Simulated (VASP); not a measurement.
A run of VASP 6.6.1 is set up as follows.

The input POSCAR:

```
MoS2
1.0
    1.5800000000      0.9122134253      6.1500000000
   -1.5800000000      0.9122134253      6.1500000000
    0.0000000000     -1.8244268506      6.1500000000
Mo S
1 2
Direct
    0.0000000000      0.0000000000      0.0000000000
    0.4170000000      0.4170000000      0.4170000000
    0.2500000000      0.2500000000      0.2500000000
```

Contents of INCAR.step1:

```
SYSTEM = MoS2
  PREC = Accurate
  ENCUT = 550
  ISMEAR = -1
  SIGMA = 0.1
  LREAL = .False.
  LASPH = .True.
  NELM = 120
  NBANDS = 20
  GGA = PE
  ALGO = Normal
  EDIFF = 1E-5
  LWAVE = .True.
  LCHARG = .False.
  GGA_COMPAT = .False.
```

File INCAR.step2:

```
SYSTEM = MoS2
  PREC = Accurate
  ENCUT = 550
  EDIFF = 1E-6
  ISMEAR = -1
  SIGMA = 0.1
  LREAL = .False.
  LASPH = .True.
  NELM = 120
  ALGO = Normal
  ISIF = 2
  LWAVE = .False.
  LCHARG = .False.
  METAGGA = R2SCAN
  LMIXTAU = .True.
  NBANDS = 20
  ISTART = 1
  GGA_COMPAT = .False.
```

The input KPOINTS:

```
Automatic mesh
0
Gamma
  10 10 10
  0 0 0
```

Potentials or basis: VASP PAW PBE potentials, release 64 (Mo_sv, S).

Command:

```console
$ cat potpaw_PBE.64/Mo_sv/POTCAR potpaw_PBE.64/S/POTCAR > POTCAR
$ cp INCAR.step1 INCAR
$ mpirun -np 1 vasp_std > vasp.out
$ cp INCAR.step2 INCAR
$ mpirun -np 1 vasp_std > vasp.out
```

(1) Estimate the band gap on the k mesh.

(2) What does it give for the pressure?

Answers

(1) 1.07 eV (least direct gap 2.08 eV).

(2) 4.2 GPa.

Caveat: the cell stands under pressure; the PAW data sets were made with another functional, which shifts forces and pressure a little.
